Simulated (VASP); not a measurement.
# AlGa3N4 in VASP: a series of runs

The runs below take AlGa3N4 through single point, with PBEsol.

All numbers are computed with VASP 6.6.1; they aren't measurements. Logs are shortened: lines on timing, memory, paths and dates and some standing lists are left out, and cuts for length are marked.

## (1) The cell of the first run

It takes space group P-42m (No. 111, tetragonal). Conventional cell: a = 4.468 Å, b = 4.468 Å, c = 4.676 Å, α = 90.00°, β = 90.00°, γ = 90.00°. Within 2.6 Å of Al (site symmetry -42m) lie 4 N at 1.93 Å. Ga (site symmetry 222) has 4 N at 1.98 Å within 2.6 Å. Ga (site symmetry -42m) has 4 N at 1.98 Å within 2.6 Å. Within 2.6 Å of N (site symmetry m) lie 1 Al at 1.93 Å and 3 Ga at 1.98 Å.

## (2) Single point, PBEsol (atoms displaced along a vibrational mode, the cell strained)

File INCAR:

```
SYSTEM = AlGa3N4
PREC = Accurate
ENCUT = 520
EDIFF = 1E-7
ISMEAR = 0
SIGMA = 0.05
LREAL = .FALSE.
LASPH = .TRUE.
NELM = 80
ALGO = Normal
ISIF = 2
LWAVE = .FALSE.
LCHARG = .FALSE.
GGA = PS
NBANDS = 41
```

File KPOINTS:

```
Automatic mesh
0
G
  6 6 6
  0 0 0
```

File POSCAR:

```
AlGa3N4
1.0
    4.6762132780      0.0000000000      0.0000000000
    0.0000000000      4.4675774128      0.0000000000
    0.0000000000      0.0000000000      4.4675774128
Al Ga N
1 3 4
Direct
    0.0000000000      0.0000000000      0.0000000000
    0.5000000000      0.5000000000      0.0000000000
    0.5000000000      0.0000000000      0.5000000000
    0.0000000000      0.5000000000      0.5000000000
    0.7550464072      0.7550464072      0.2449535928
    0.7550464072      0.2449535928      0.7550464072
    0.2449535928      0.7550464072      0.7550464072
    0.2449535928      0.2449535928      0.2449535928
```

Potentials or basis: VASP PAW PBE potentials, release 64 (Al, Ga_d, N).

Started as:

```bash
> cat potpaw_PBE.64/Al/POTCAR potpaw_PBE.64/Ga_d/POTCAR potpaw_PBE.64/N/POTCAR > POTCAR
> mpirun -np 1 vasp_std > vasp.out
```

OUTCAR:

```text
SYSTEM = AlGa3N4
   PREC = Accurate
   ENCUT = 520
   EDIFF = 1E-7
   ISMEAR = 0
   LREAL = .FALSE.
   LASPH = .TRUE.
   NELM = 80
   ISIF = 2
   GGA = PS

 ion  position               nearest neighbor table
   1  0.000  0.000  0.000-   5 1.93   6 1.93   7 1.93   8 1.93
   2  0.500  0.500  0.000-   5 1.98   6 1.98   7 1.98   8 1.98
   3  0.500  0.000  0.500-   5 1.98   6 1.98   7 1.98   8 1.98
   4  0.000  0.500  0.500-   5 1.98   6 1.98   7 1.98   8 1.98
   5  0.755  0.755  0.245-   1 1.93   4 1.98   3 1.98   2 1.98
   6  0.755  0.245  0.755-   1 1.93   4 1.98   3 1.98   2 1.98
   7  0.245  0.755  0.755-   1 1.93   4 1.98   3 1.98   2 1.98
   8  0.245  0.245  0.245-   1 1.93   4 1.98   3 1.98   2 1.98

  LATTYP: Found a simple tetragonal cell.
 ALAT       =     4.4675774128
 C/A-ratio  =     1.0467000000

  Lattice vectors:

 A1 = (   0.0000000000,   4.4675774128,   0.0000000000)
 A2 = (   0.0000000000,   0.0000000000,   4.4675774128)
 A3 = (   4.6762132780,   0.0000000000,   0.0000000000)

Analysis of symmetry for initial positions (statically):
=====================================================================
 Subroutine PRICEL returns:
 Original cell was already a primitive cell.

 Routine SETGRP: Setting up the symmetry group for a
 simple tetragonal supercell.

 Subroutine GETGRP returns: Found  8 space group operations
 (whereof  8 operations were pure point group operations)
 out of a pool of 16 trial point group operations.

The static configuration has the point symmetry D_2d.

Analysis of symmetry for dynamics (positions and initial velocities):
=====================================================================
 Subroutine PRICEL returns:
 Original cell was already a primitive cell.

 Routine SETGRP: Setting up the symmetry group for a
 simple tetragonal supercell.

 Subroutine GETGRP returns: Found  8 space group operations
 (whereof  8 operations were pure point group operations)
 out of a pool of 16 trial point group operations.

The dynamic configuration has the point symmetry D_2d.

 Subroutine INISYM returns: Found  8 space group operations
 (whereof  8 operations are pure point group operations),
 and found     1 'primitive' translations

----------------------------------------------------------------------------------------

                                     Primitive cell

  volume of cell :      93.3337

  direct lattice vectors                    reciprocal lattice vectors
     4.676213278  0.000000000  0.000000000     0.213848244  0.000000000  0.000000000
     0.000000000  4.467577413  0.000000000     0.000000000  0.223834957  0.000000000
     0.000000000  0.000000000  4.467577413     0.000000000  0.000000000  0.223834957

  length of vectors
     4.676213278  4.467577413  4.467577413     0.213848244  0.223834957  0.223834957

  position of ions in fractional coordinates (direct lattice)
     0.000000000  0.000000000  0.000000000
     0.500000000  0.500000000  0.000000000
     0.500000000  0.000000000  0.500000000
     0.000000000  0.500000000  0.500000000
     0.755046407  0.755046407  0.244953593
     0.755046407  0.244953593  0.755046407
     0.244953593  0.755046407  0.755046407
     0.244953593  0.244953593  0.244953593

  ion indices of the primitive-cell ions
   primitive index   ion index
                 1           1
                 2           2
                 3           3
                 4           4
                 5           5
                 6           6
                 7           7
                 8           8

----------------------------------------------------------------------------------------

 KPOINTS: Automatic mesh

Automatic generation of k-mesh.
 Grid dimensions read from file:
 generate k-points for:    6    6    6

 Generating k-lattice:

  Cartesian coordinates                     Fractional coordinates (reciprocal lattice)
     0.035641374  0.000000000  0.000000000     0.166666667  0.000000000  0.000000000
     0.000000000  0.037305826  0.000000000     0.000000000  0.166666667  0.000000000
     0.000000000  0.000000000  0.037305826     0.000000000  0.000000000  0.166666667

  Length of vectors
     0.035641374  0.037305826  0.037305826

  Shift w.r.t. Gamma in fractional coordinates (k-lattice)
     0.000000000  0.000000000  0.000000000

 Subroutine IBZKPT returns following result:
 ===========================================

 Found     40 irreducible k-points:

 Following reciprocal coordinates:
            Coordinates               Weight
  0.000000  0.000000  0.000000      1.000000
  0.166667  0.000000  0.000000      2.000000
  0.333333  0.000000  0.000000      2.000000
  0.500000  0.000000  0.000000      1.000000
  0.000000  0.166667  0.000000      4.000000
  0.166667  0.166667  0.000000      8.000000
[... 16 lines left out ...]
  0.333333  0.333333  0.166667     16.000000
  0.500000  0.333333  0.166667      8.000000
 [... further k-points ...]
   k-points           NKPTS =     40   k-points in BZ     NKDIM =     40   number of bands    NBANDS=     41
   number of dos      NEDOS =    301   number of ions     NIONS =      8
   total plane-waves  NPLWV =  46656
   dimension x,y,z NGX =    36 NGY =   36 NGZ =   36
   dimension x,y,z NGXF=    72 NGYF=   72 NGZF=   72
   ions per type =               1   3   4
   NGX,Y,Z   is equivalent  to a cutoff of  12.80, 13.40, 13.40 a.u.
   NGXF,Y,Z  is equivalent  to a cutoff of  25.60, 26.79, 26.79 a.u.
 SYSTEM =  AlGa3N4
   PREC   = accura    normal or accurate (medium, high low for compatibility)
   ISTART =      0    job   : 0-new  1-cont  2-samecut
   ICHARG =      2    charge: 1-file 2-atom 10-const
   ISPIN  =      1    spin polarized calculation?
   LNONCOLLINEAR =      F non collinear calculations
   LSORBIT =      F    spin-orbit coupling
   LASPH  =      T    aspherical Exc in radial PAW
   ENCUT  =  520.0 eV  38.22 Ry    6.18 a.u.   8.69  8.31  8.31*2*pi/ulx,y,z
   NELM   =     80;   NELMIN=  2; NELMDL= -5     # of ELM steps
   EDIFF  = 0.1E-06   stopping-criterion for ELM
   LREAL  =      F    real-space projection
   EDIFFG = 0.1E-05   stopping-criterion for IOM
   NSW    =      0    number of steps for IOM
   IBRION =     -1    ionic relax: 0-MD 1-quasi-New 2-CG
   NFREE  =      0    steps in history (QN), initial steepest desc. (CG)
   ISIF   =      2    stress and relaxation
   ISYM   =      2    0-nonsym 1-usesym 2-fastsym
   POTIM  = 0.5000    time-step for ionic-motion
   TEBEG  =    0.0;   TEEND  =   0.0 temperature during run
   PSTRESS=    0.0 pullay stress
   NELECT =      62.0000    total number of electrons
   NUPDOWN=      -1.0000    fix difference up-down
   EMIN   =  10.00;   EMAX   =-10.00  energy-range for DOS
   EFERMI =   0.00;   METHOD = LEGACY
   ISMEAR =     0;   SIGMA  =   0.05  broadening in eV -4-tet -1-fermi 0-gaus
   EFERMI_NEDOS =   21; number of points for ismear=-14 and -15
   IALGO  =     38    algorithm
   IMIX   =      4    mixing-type and parameters
     AMIX     =   0.40;   BMIX     =  1.00
     AMIX_MAG =   1.60;   BMIX_MAG =  1.00
  volume/ion in A,a.u.               =      11.67        78.73
  Fermi-wavevector in a.u.,A,eV,Ry     =   1.428431  2.699343 27.761529  2.040415
  Thomas-Fermi vector in A             =   2.548493
   LORBIT       =      0    0 simple, 1 ext, 2 COOP (PROOUT), +10 PAW based schemes
   GGA     = PS    functional components
   LHFCALC =     F    Hartree Fock is set to
   AEXX    =    0.0000 exact exchange contribution
   IVDW    =     0    specifies the selected vdW correction
   LEPSILON=     F    determine dielectric tensor
   LRPA    =     F    only Hartree local field effects (RPA)
 non-spin polarized calculation
 Gauss-broadening in eV      SIGMA  =   0.05
  energy-cutoff  :      520.00
  volume of cell :       93.33
 maximum number of plane-waves:      2541
 NGX is ok and might be reduce to    36
   NGX = 17   NGY = 17   NGZ = 17

 number of electron      61.9999965 magnetization

 Free energy of the ion-electron system (eV)
  ---------------------------------------------------
  ext. energy  EPLUGINS =         0.00000000
  ---------------------------------------------------
  free energy    TOTEN  =       -54.80283695 eV

  energy without entropy =      -54.80283695  energy(sigma->0) =      -54.80283695

 E-fermi :   5.1496     XC(G=0): -11.5128

 val. band max:        4.9235829120   @ k =   0.0000   0.0000   0.0000
 cond. band min:       6.8367101395   @ k =   0.0000   0.0000   0.0000
 fundamental gap:      1.9131272275
 Fermi energy:         5.1495546703

 k-point     1 :       0.0000    0.0000    0.0000
  band No.  band energies     occupation
      1     -10.4823      2.00000
      2      -9.3886      2.00000
      3      -9.3748      2.00000
      4      -9.3748      2.00000
      5      -8.2627      2.00000
      6      -8.2607      2.00000
[... 33 lines left out ...]
     40      15.2782      0.00000
     41      15.4708      0.00000

 k-point     2 :       0.1667    0.0000    0.0000
  band No.  band energies     occupation
      1     -10.3837      2.00000
      2      -9.4189      2.00000
      3      -9.3746      2.00000
      4      -9.3746      2.00000
      5      -8.2641      2.00000
      6      -8.2314      2.00000
[... 33 lines left out ...]
     40      15.4881      0.00000
     41      15.6958      0.00000

 k-point     3 :       0.3333    0.0000    0.0000
  band No.  band energies     occupation
      1     -10.1214      2.00000
      2      -9.5317      2.00000
      3      -9.3744      2.00000
      4      -9.3744      2.00000
      5      -8.2367      2.00000
      6      -8.2191      2.00000
[... 875 lines left out ...]
      2      -9.5082      2.00000
      3      -9.4560      2.00000
      4      -9.4119      2.00000
      5      -8.2474      2.00000
      6      -8.2335      2.00000
[... 33 lines left out ...]
     40      14.5250      0.00000
     41      14.7993      0.00000

 k-point    24 :       0.5000    0.3333    0.1667
  band No.  band energies     occupation
      1      -9.7132      2.00000
      2      -9.5644      2.00000
      3      -9.4611      2.00000
      4      -9.4202      2.00000
      5      -8.2508      2.00000
      6      -8.2241      2.00000
[... 33 lines left out ...]
     40      14.5782      0.00000
     41      14.6713      0.00000

 [... further k-points ...]

------------------------ aborting loop because EDIFF is reached ----------------------------------------

  FORCE on cell =-STRESS in cart. coord.  units (eV):
  Direction    XX          YY          ZZ          XY          YZ          ZX
  --------------------------------------------------------------------------------------
  -------------------------------------------------------------------------------------
  Total       -7.3043158     -3.4980983     -3.4980983      0.0000000      0.0000000      0.0000000
  in kB     -125.3867481    -60.0487682    -60.0487682      0.0000000      0.0000000      0.0000000
  external PRESSURE =     -81.8280948 kB  Pullay stress =       0.0000000 kB

 VOLUME and BASIS-vectors are now :
 -----------------------------------------------------------------------------
  energy-cutoff  :      520.00
  volume of cell :       93.33
      direct lattice vectors                 reciprocal lattice vectors
     4.676213278  0.000000000  0.000000000     0.213848244  0.000000000  0.000000000
     0.000000000  4.467577413  0.000000000     0.000000000  0.223834957  0.000000000
     0.000000000  0.000000000  4.467577413     0.000000000  0.000000000  0.223834957

 POSITION                                       TOTAL-FORCE (eV/Angst)
 -----------------------------------------------------------------------------------
      0.00000      0.00000      0.00000         0.000000      0.000000      0.000000
      2.33811      2.23379      0.00000         0.000000      0.000000      0.000000
      2.33811      0.00000      2.23379         0.000000      0.000000      0.000000
      0.00000      2.23379      2.23379         0.000000     -0.000000      0.000000
      3.53076      3.37323      1.09435        -0.037304      0.010686     -0.010686
      3.53076      1.09435      3.37323        -0.037304     -0.010686      0.010686
      1.14546      3.37323      3.37323         0.037304      0.010686      0.010686
      1.14546      1.09435      1.09435         0.037304     -0.010686     -0.010686
 -----------------------------------------------------------------------------------
    total drift:                               -0.000000     -0.000000     -0.000000

  FREE ENERGIE OF THE ION-ELECTRON SYSTEM (eV)
  ---------------------------------------------------
  free  energy   TOTEN  =       -54.8028369492 eV

  energy  without entropy=      -54.8028369492  energy(sigma->0) =      -54.80283695
```

Wall time 72 s (1 thread of Intel Xeon 6975P-C (Granite Rapids), shared host); peak memory 0.27 GiB.

What came out:

* Free energy: -54.8028 eV
* Pressure: -8.2 GPa
* Largest force: 0.040 eV/Å
* Band gap on the k mesh: 1.91 eV

Forces on the atoms (eV/Å):
```
Al   0.000  0.000  0.000
Ga   0.000  0.000  0.000
Ga   0.000  0.000  0.000
Ga   0.000  0.000  0.000
N   -0.037  0.011 -0.011
N   -0.037 -0.011  0.011
N    0.037  0.011  0.011
N    0.037 -0.011 -0.011
```

Levels at points of the mesh, in eV from the valence-band top:
```csv
k point,band 29,band 30,band 31,band 32,band 33,band 34
"(0.00, 0.00, 0.00)",-0.22,0.00,0.00,1.91,3.16,3.16
"(0.50, 0.00, 0.00)",-1.32,-1.06,-1.06,4.52,4.58,5.75
"(0.00, 0.50, 0.00)",-1.50,-1.34,-1.24,4.61,4.72,6.07
"(0.50, 0.50, 0.00)",-1.10,-1.03,-0.77,6.13,6.25,6.31
"(0.00, 0.50, 0.50)",-0.79,-0.79,-0.49,6.31,6.44,6.44
"(0.50, 0.50, 0.50)",-0.71,-0.61,-0.55,4.45,4.45,4.49
```

Caveat: the cell differs from its parent crystal (atoms displaced along a vibrational mode, the cell strained); the cell stands under tension; the PAW data sets were made with another functional, which shifts forces and pressure a little.

## (3) Single point, PBEsol (atoms displaced along a vibrational mode, the cell strained)

File INCAR:

```
SYSTEM = AlGa3N4
ALGO     = Normal         ! electronic algorithm
EDIFF    = 1E-7           ! SCF threshold, eV
ENCUT    = 520            ! plane-wave cutoff, eV
GGA      = PS             ! functional
ISIF     = 2              ! what is computed and relaxed
ISMEAR   = 0              ! smearing method
LASPH    = .True.         ! aspherical terms in the spheres
LCHARG   = .True.         ! write CHGCAR
LELF     = .True.         ! ELF
LREAL    = .False.        ! projectors in reciprocal space
LVHAR    = .True.       
LWAVE    = .False.        ! write WAVECAR
NBANDS   = 41             ! bands
NELM     = 80             ! most SCF steps
PREC     = Accurate       ! precision mode
SIGMA    = 0.05           ! smearing width, eV
```

File KPOINTS:

```
k-points
0
Gamma
  6 6 6
  0 0 0
```

File POSCAR:

```
AlGa3N4
1.0
    4.2589415476      0.0000000000      0.0000000000
    0.0000000000      4.4675774128      0.0000000000
    0.0000000000      0.0000000000      4.4675774128
Al Ga N
1 3 4
Direct
    0.0000000000      0.0000000000      0.0000000000
    0.4815783830      0.5000000336      0.0000000000
    0.5184216170      0.0000000000      0.4999997448
    0.0000000000      0.4999999664      0.5000002552
    0.7550464963      0.7493609283      0.2392682031
    0.7550463181      0.2506389141      0.7607318177
    0.2449536612      0.7607318861      0.7493609967
    0.2449535244      0.2392682715      0.2506389825
```

Potentials or basis: VASP PAW PBE potentials, release 64 (Al, Ga_d, N).

Started as:

```bash
> cat potpaw_PBE.64/Al/POTCAR potpaw_PBE.64/Ga_d/POTCAR potpaw_PBE.64/N/POTCAR > POTCAR
> mpirun -np 1 vasp_std > vasp.out
```

Run time: 71 s. Hardware: 1 thread of Intel Xeon 6975P-C (Granite Rapids), shared host; peak memory 0.26 GiB.

It converged, with:

```yaml
Free_energy: -54.7399 eV
Pressure: 9.7 GPa
Largest_force: 0.706 eV/Å
Band_gap_on_the_k_mesh: 2.50 eV
```

Forces on the atoms (eV/Å):
```
Al   0.000  0.000  0.000
Ga   0.706  0.000  0.000
Ga  -0.706  0.000  0.000
Ga   0.000  0.000  0.000
N    0.028  0.009  0.059
N    0.028 -0.009 -0.059
N   -0.028 -0.059  0.009
N   -0.028  0.059 -0.009
```

Stress tensor (GPa, compression positive):
```
12.78  0.00  0.00
 0.00  8.11  0.00
 0.00  0.00  8.11
```

Levels at points of the mesh, in eV from the valence-band top:
| k point | band 27 | band 28 | band 29 | band 30 | band 31 | band 32 | band 33 | band 34 | band 35 | band 36 |
| --- | --- | --- | --- | --- | --- | --- | --- | --- | --- | --- |
| (0.00, 0.00, 0.00) | -2.58 | -2.58 | -0.19 | -0.19 | 0.00 | 2.50 | 3.04 | 3.33 | 3.33 | 6.23 |
| (0.50, 0.00, 0.00) | -2.80 | -1.86 | -1.86 | -1.54 | -1.54 | 5.00 | 5.14 | 6.40 | 6.40 | 7.66 |
| (0.00, 0.50, 0.00) | -3.07 | -1.65 | -1.55 | -1.34 | -1.23 | 4.86 | 4.93 | 5.94 | 5.97 | 8.03 |
| (0.50, 0.50, 0.00) | -3.37 | -1.06 | -1.05 | -0.97 | -0.69 | 6.85 | 7.10 | 7.10 | 7.40 | 7.47 |
| (0.00, 0.50, 0.50) | -3.10 | -1.39 | -1.31 | -1.31 | -0.98 | 6.77 | 6.77 | 6.79 | 7.04 | 7.05 |
| (0.50, 0.50, 0.50) | -1.02 | -1.02 | -0.73 | -0.69 | -0.69 | 5.07 | 5.09 | 5.09 | 6.31 | 8.99 |

Caveat: the cell differs from its parent crystal (atoms displaced along a vibrational mode, the cell strained); the cell stands under pressure; the PAW data sets were made with another functional, which shifts forces and pressure a little.
